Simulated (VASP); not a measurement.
AlN:

```xyz
4
Lattice="3.1215 0.0000 0.0000 -1.5608 2.7033 0.0000 0.0000 0.0000 5.0397" Properties=species:S:1:pos:R:3 pbc="T T T"
Al    1.5608    0.9011    2.5223
Al    0.0000    1.8022    0.0024
N     1.5608    0.9011    4.4326
N     0.0000    1.8022    1.9127
```

- Program: VASP 6.6.1
- Task: relaxation of cell and atoms
- Functional: PBEsol
- Potentials or basis: VASP PAW PBE potentials, release 64 (Al, N)
- Cutoff: 600 eV
- k mesh: 9 × 9 × 6
- Occupations: gaussian, width 0.02 eV
- Spin: no spin polarisation

At the start: pressure -3.2 GPa; volume 10.63 Å³/atom.

Problem. How do energy, volume and symmetry change on relaxing?

Solution. Over 8 steps the energy falls by 2.4 meV/atom and the volume is 10.45 Å³/atom (-1.7 %); space group P6_3mc (No. 186, to 0.1 Å) before and after.

The path:
```tsv
step	energy change (eV)	largest force (eV/Å)	pressure (GPa)	volume (Å³)
1	0.0000	0.0782	-3.21	42.53
2	-0.0034	0.0434	2.99	41.23
3	-0.0082	0.0581	0.21	41.79
4	-0.0092	0.0289	0.09	41.80
5	-0.0094	0.0041	-0.02	41.81
6	-0.0094	0.0030	-0.02	41.82
7	-0.0094	0.0048	0.02	41.81
8	-0.0094	0.0006	0.00	41.81
```

Final structure:
```
Al N
1.0
     3.11309    0.00000    0.00000
    -1.55654    2.69601    0.00000
     0.00000    0.00000    4.98171
Al N
2 2
Cartesian
  1.5565 0.8987 2.4858
  0.0000 1.7973 4.9766
  1.5565 0.8987 4.3890
  0.0000 1.7973 1.8981
```

Caveat: the PAW data sets were made with another functional, which shifts forces and pressure a little.
